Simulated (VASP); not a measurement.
# CsVRh3 in VASP: single point with PBE+U

Aim: the single point of CsVRh3 with PBE+U.

Everything below comes from runs of VASP 6.6.1. Logs are shortened: lines on timing, memory, paths and dates and some standing lists are left out, and cuts for length are marked.

### Step 1. The cell of the first run

The typed cell holds 10 atoms: a = 6.393 Å, b = 6.393 Å, c = 5.420 Å, α = 90.00°, β = 90.00°, γ = 120.00°.

### Step 2. Single point, PBE+U

The input, INCAR:

```
SYSTEM = CsVRh3
PREC = Accurate ; ENCUT = 620
EDIFF = 1E-6 ; ISMEAR = 0
SIGMA = 0.0474 ; LREAL = .False.
LASPH = .True. ; NELM = 200
ALGO = Normal ; ISIF = 2
LWAVE = .False. ; LCHARG = .False.
LMAXMIX = 4 ; LDAU = .True.
LDAUTYPE = 2 ; LDAUL = -1 -1 2
LDAUU = 0 0 3 ; LDAUJ = 0 0 0
LDAUPRINT = 1 ; GGA = PE
NBANDS = 84 ; GGA_COMPAT = .False.
```

The input, KPOINTS:

```
regular mesh
0
Gamma
  3 3 4
  0 0 0
```

The input, POSCAR:

```
CsVRh3
1.0
    6.3934200000      0.0000000000      0.0000000000
   -3.1967100000      5.5368670000      0.0000000000
    0.0000000000      0.0000000000      5.4199080000
V Cs Rh
2 2 6
Direct
    0.0000000000      0.0000000000      0.0000000000
    0.0000000000      0.0000000000      0.5000000000
    0.3333000000      0.6667000000      0.7500000000
    0.6666000000      0.3333000000      0.2500000000
    0.1666000000      0.3332000000      0.2500000000
    0.8334000000      0.1666000000      0.7500000000
    0.6668000000      0.8334000000      0.2500000000
    0.8334000000      0.6668000000      0.7500000000
    0.1666000000      0.8334000000      0.2500000000
    0.3332000000      0.1666000000      0.7500000000
```

Potentials or basis: VASP PAW PBE potentials, release 64 (V_sv, Cs_sv, Rh_sv_GW).

Launch:

```
cat potpaw_PBE.64/V_sv/POTCAR potpaw_PBE.64/Cs_sv/POTCAR potpaw_PBE.64/Rh_sv_GW/POTCAR > POTCAR
mpirun -np 1 vasp_std > vasp.out
```

OUTCAR:

```text
SYSTEM = CsVRh3
   PREC = Accurate
   ENCUT = 620
   EDIFF = 1E-6
   ISMEAR = 0
   LREAL = .False.
   LASPH = .True.
   NELM = 200
   ISIF = 2
   GGA = PE

 ion  position               nearest neighbor table
   1  0.000  0.000  0.000-   7 2.29  10 2.29   9 2.29   6 2.29   5 2.29   8 2.29   2 2.71   2 2.71

   2  0.000  0.000  0.500-   7 2.29  10 2.29   9 2.29   6 2.29   5 2.29   8 2.29   1 2.71   1 2.71

   3  0.333  0.667  0.750-
   4  0.667  0.333  0.250-
   5  0.167  0.333  0.250-   1 2.29   2 2.29
   6  0.833  0.167  0.750-   1 2.29   2 2.29
   7  0.667  0.833  0.250-   1 2.29   2 2.29
   8  0.833  0.667  0.750-   1 2.29   2 2.29
   9  0.167  0.833  0.250-   1 2.29   2 2.29
  10  0.333  0.167  0.750-   1 2.29   2 2.29

  LATTYP: Found a hexagonal cell.
 ALAT       =     6.3934200000
 C/A-ratio  =     0.8477321997

  Lattice vectors:

 A1 = (   6.3934200000,   0.0000000000,   0.0000000000)
 A2 = (  -3.1967100000,   5.5368670000,   0.0000000000)
 A3 = (   0.0000000000,   0.0000000000,   5.4199080000)

Analysis of symmetry for initial positions (statically):
=====================================================================
 Subroutine PRICEL returns:
 Original cell was already a primitive cell.

 Routine SETGRP: Setting up the symmetry group for a
 hexagonal supercell.

 Subroutine GETGRP returns: Found  4 space group operations
 (whereof  2 operations were pure point group operations)
 out of a pool of 24 trial point group operations.

The static configuration has the point symmetry C_2 .
 The point group associated with its full space group is C_2v.

Analysis of symmetry for dynamics (positions and initial velocities):
=====================================================================
 Subroutine PRICEL returns:
 Original cell was already a primitive cell.

[... 150 lines left out ...]
 maximum number of plane-waves:      6766
 NGX is ok and might be reduce to    54
   NGX = 25   NGY = 25   NGZ = 23

atom =   5  type =  3  l = 2

 onsite density matrix

spin component  1
[... 182 lines left out ...]
  o =  0.6351  v = -0.6203  0.0000  0.6979 -0.0000 -0.3579  0.0000  0.0000  0.0000  0.0000  0.0000      0.0000  0.0000  0.0000  0.0000  0.0000  0.0000  0.0000  0.0000  0.0000  0.0000
  o =  0.6351  v =  0.0000  0.0000  0.0000  0.0000  0.0000 -0.6203  0.0000  0.6979 -0.0000 -0.3579      0.0000  0.0000  0.0000  0.0000  0.0000  0.0000  0.0000  0.0000  0.0000  0.0000
  o =  0.6752  v = -0.4999 -0.0000 -0.0002 -0.0000  0.8661  0.0000  0.0000  0.0000  0.0000  0.0000      0.0000  0.0000  0.0000  0.0000  0.0000  0.0000  0.0000  0.0000  0.0000  0.0000
  o =  0.6752  v =  0.0000  0.0000  0.0000  0.0000  0.0000 -0.4999 -0.0000 -0.0002 -0.0000  0.8661      0.0000  0.0000  0.0000  0.0000  0.0000  0.0000  0.0000  0.0000  0.0000  0.0000
  o =  0.6893  v =  0.0000  0.8662 -0.0000 -0.4997  0.0000  0.0000  0.0000  0.0000  0.0000  0.0000      0.0000  0.0000  0.0000  0.0000  0.0000  0.0000  0.0000  0.0000  0.0000  0.0000
  o =  0.6893  v =  0.0000  0.0000  0.0000  0.0000  0.0000  0.0000  0.8662 -0.0000 -0.4997  0.0000      0.0000  0.0000  0.0000  0.0000  0.0000  0.0000  0.0000  0.0000  0.0000  0.0000
  o =  0.7031  v =  0.0000  0.4997 -0.0000  0.8662  0.0000  0.0000  0.0000  0.0000  0.0000  0.0000      0.0000  0.0000  0.0000  0.0000  0.0000  0.0000  0.0000  0.0000  0.0000  0.0000
  o =  0.7031  v =  0.0000  0.0000  0.0000  0.0000  0.0000  0.0000  0.4997 -0.0000  0.8662  0.0000      0.0000  0.0000  0.0000  0.0000  0.0000  0.0000  0.0000  0.0000  0.0000  0.0000
  o =  0.7586  v = -0.6043  0.0000 -0.7162  0.0000 -0.3491  0.0000  0.0000  0.0000  0.0000  0.0000      0.0000  0.0000  0.0000  0.0000  0.0000  0.0000  0.0000  0.0000  0.0000  0.0000
  o =  0.7586  v =  0.0000  0.0000  0.0000  0.0000  0.0000 -0.6043  0.0000 -0.7162  0.0000 -0.3491      0.0000  0.0000  0.0000  0.0000  0.0000  0.0000  0.0000  0.0000  0.0000  0.0000

 number of electron     145.9999999 magnetization

 Free energy of the ion-electron system (eV)
  ---------------------------------------------------
  ext. energy  EPLUGINS =         0.00000000
  ---------------------------------------------------
  free energy    TOTEN  =       -32.13658170 eV

  energy without entropy =      -32.13063124  energy(sigma->0) =      -32.13360647

 E-fermi :   6.9229     XC(G=0): -11.7163

 val. band max:        6.8771600435   @ k =   0.3333   0.3333   0.0000
 cond. band min:       6.9290680094   @ k =   0.3333   0.3333   0.2500
 fundamental gap:      0.0519079658
 Fermi energy:         6.9228727370

 k-point     1 :       0.0000    0.0000    0.0000
  band No.  band energies     occupation
      1     -70.5661      2.00000
      2     -70.5583      2.00000
      3     -70.5564      2.00000
      4     -70.5563      2.00000
      5     -70.5531      2.00000
      6     -70.5530      2.00000
[... 1033 lines left out ...]
     83       8.8355      0.00000
     84       8.9711      0.00000

------------------------ aborting loop because EDIFF is reached ----------------------------------------

  FORCE on cell =-STRESS in cart. coord.  units (eV):
  Direction    XX          YY          ZZ          XY          YZ          ZX
  --------------------------------------------------------------------------------------
  -------------------------------------------------------------------------------------
  Total       12.9098988     12.9051545     11.2706020      0.0000000      0.0000000      0.0000000
  in kB      107.8063097    107.7666914     94.1170822      0.0000000      0.0000000      0.0000000
  external PRESSURE =     103.2300277 kB  Pullay stress =       0.0000000 kB

 VOLUME and BASIS-vectors are now :
 -----------------------------------------------------------------------------
  energy-cutoff  :      620.00
  volume of cell :      191.86
      direct lattice vectors                 reciprocal lattice vectors
     6.393420000  0.000000000  0.000000000     0.156410810  0.090303776  0.000000000
    -3.196710000  5.536867000  0.000000000     0.000000000  0.180607553  0.000000000
     0.000000000  0.000000000  5.419908000     0.000000000  0.000000000  0.184504977

 POSITION                                       TOTAL-FORCE (eV/Angst)
 -----------------------------------------------------------------------------------
      0.00000      0.00000      0.00000        -0.000194      0.000000      0.000000
      0.00000      0.00000      2.70995        -0.000194      0.000000      0.000000
     -0.00032      3.69143      4.06493         0.001827     -0.001041      0.000000
      3.19639      1.84544      1.35498         0.001827      0.001041      0.000000
      0.00000      1.84488      1.35498        -0.001068      1.428470     -0.000000
      4.79570      0.92244      4.06493        -1.236367      0.713592      0.000000
      1.59899      4.61442      1.35498        -1.236367     -0.713592     -0.000000
      3.19671      3.69198      4.06493        -0.001068     -1.428470      0.000000
     -1.59899      4.61442      1.35498         1.235801     -0.714455      0.000000
      1.59772      0.92244      4.06493         1.235801      0.714455     -0.000000
 -----------------------------------------------------------------------------------
    total drift:                               -0.001545      0.000000      0.000000

  FREE ENERGIE OF THE ION-ELECTRON SYSTEM (eV)
  ---------------------------------------------------
  free  energy   TOTEN  =       -32.1365816988 eV

  energy  without entropy=      -32.1306312424  energy(sigma->0) =      -32.13360647
```

OSZICAR:

```text
N       E                     dE             d eps       ncg     rms          rms(c)
DAV:   1     0.315876630798E+04    0.31588E+04   -0.90503E+04  2096   0.221E+03
DAV:   2     0.353043691719E+03   -0.28057E+04   -0.27286E+04  2048   0.112E+03
DAV:   3    -0.923651840432E+00   -0.35397E+03   -0.33090E+03  3528   0.312E+02
DAV:   4    -0.336206116322E+02   -0.32697E+02   -0.29885E+02  3424   0.943E+01
DAV:   5    -0.374059698858E+02   -0.37854E+01   -0.35286E+01  3480   0.219E+01    0.705E+01
DAV:   6    -0.322953420256E+02    0.51106E+01   -0.33844E+01  3288   0.368E+01    0.269E+01
DAV:   7    -0.321942106177E+02    0.10113E+00   -0.32980E+00  3260   0.103E+01    0.133E+01
DAV:   8    -0.326852514148E+02   -0.49104E+00   -0.26144E+00  3240   0.119E+01    0.944E+00
DAV:   9    -0.321348556267E+02    0.55040E+00   -0.15894E+00  3204   0.815E+00    0.150E+00
DAV:  10    -0.321517145251E+02   -0.16859E-01   -0.19328E-01  3460   0.362E+00    0.141E+00
DAV:  11    -0.321363821053E+02    0.15332E-01   -0.45828E-02  3208   0.256E+00    0.620E-01
DAV:  12    -0.321366191327E+02   -0.23703E-03   -0.10088E-02  3312   0.605E-01    0.190E-01
DAV:  13    -0.321366235633E+02   -0.44306E-05   -0.10568E-03  3620   0.291E-01    0.901E-02
DAV:  14    -0.321366123971E+02    0.11166E-04   -0.38244E-04  3208   0.246E-01    0.670E-02
DAV:  15    -0.321365816092E+02    0.30788E-04   -0.10324E-04  3212   0.146E-01    0.303E-02
DAV:  16    -0.321365822032E+02   -0.59396E-06   -0.28219E-05  3272   0.318E-02    0.140E-02
DAV:  17    -0.321365816988E+02    0.50440E-06   -0.18712E-06  1528   0.165E-02
   1 F= -.32136582E+02 E0= -.32133606E+02  d E =-.595046E-02
```

stdout:

```text
POSCAR found type information on POSCAR V CsRh
 POSCAR found :  3 types and      10 ions
 scaLAPACK will be used
 LDA part: xc-table for (Slater+PW92), standard interpolation
 POSCAR, INCAR and KPOINTS ok, starting setup
 FFT: planning ... GRIDC
 FFT: planning ... GRID_SOFT
 FFT: planning ... GRID
 WAVECAR not read
 entering main loop
```

It took 11 min on 1 thread of Intel Xeon Platinum 8375C at 2.90GHz (Ice Lake), shared host; peak memory 0.5 GiB.

What came out:

```
Free energy            : -32.1366 eV
Pressure               : 10.3 GPa
Largest force          : 1.428 eV/Å
Band gap on the k mesh : zero (bands 73 and 74 overlap by 1.14 eV)
```

Forces in eV/Å, atoms in the order of the input:
```
V    0.000  0.000  0.000
V    0.000  0.000  0.000
Cs   0.002 -0.001  0.000
Cs   0.002  0.001  0.000
Rh  -0.001  1.428  0.000
Rh  -1.236  0.714  0.000
Rh  -1.236 -0.714  0.000
Rh  -0.001 -1.428  0.000
Rh   1.236 -0.714  0.000
Rh   1.236  0.714  0.000
```

Stress tensor (GPa, compression positive):
```
10.78  0.00  0.00
 0.00 10.78  0.00
 0.00  0.00  9.41
```

Levels at points of the mesh, in eV from the Fermi level:
```csv
k point,band 69,band 70,band 71,band 72,band 73,band 74,band 75,band 76,band 77,band 78
"(0.00, 0.00, 0.00)",-0.66,-0.64,-0.56,-0.52,-0.35,-0.35,0.39,0.84,0.88,0.88
"(0.00, 0.00, 0.50)",-0.92,-0.92,-0.57,-0.57,0.49,0.49,0.69,0.69,0.69,0.69
```

Eigenvalues of the final occupation matrices:
| site | spin | trace | eigenvalues |
| --- | --- | --- | --- |
| site 5 d | 1 | 3.46 | 0.64 0.68 0.69 0.70 0.76 |
| site 5 d | 2 | 3.46 | 0.64 0.68 0.69 0.70 0.76 |
| site 6 d | 1 | 3.46 | 0.64 0.68 0.69 0.70 0.76 |
| site 6 d | 2 | 3.46 | 0.64 0.68 0.69 0.70 0.76 |
| site 7 d | 1 | 3.46 | 0.64 0.68 0.69 0.70 0.76 |
| site 7 d | 2 | 3.46 | 0.64 0.68 0.69 0.70 0.76 |
| site 8 d | 1 | 3.46 | 0.64 0.68 0.69 0.70 0.76 |
| site 8 d | 2 | 3.46 | 0.64 0.68 0.69 0.70 0.76 |
| site 9 d | 1 | 3.46 | 0.64 0.68 0.69 0.70 0.76 |
| site 9 d | 2 | 3.46 | 0.64 0.68 0.69 0.70 0.76 |
| site 10 d | 1 | 3.46 | 0.64 0.68 0.69 0.70 0.76 |
| site 10 d | 2 | 3.46 | 0.64 0.68 0.69 0.70 0.76 |

Caveat: the k points lie up to 0.38 Å⁻¹ apart, too coarse for converged energies and pressures of a metal; spin-orbit coupling is left out, which moves the levels of the heavy elements; U without spin polarisation on a metal has little footing; the U is typed as a test and isn't derived for this compound; forces of over 1 eV/Å act on the atoms, so gaps and moduli don't describe the material at rest.

The gap in the log of VASP goes by the Fermi energy; the results here count the filled bands.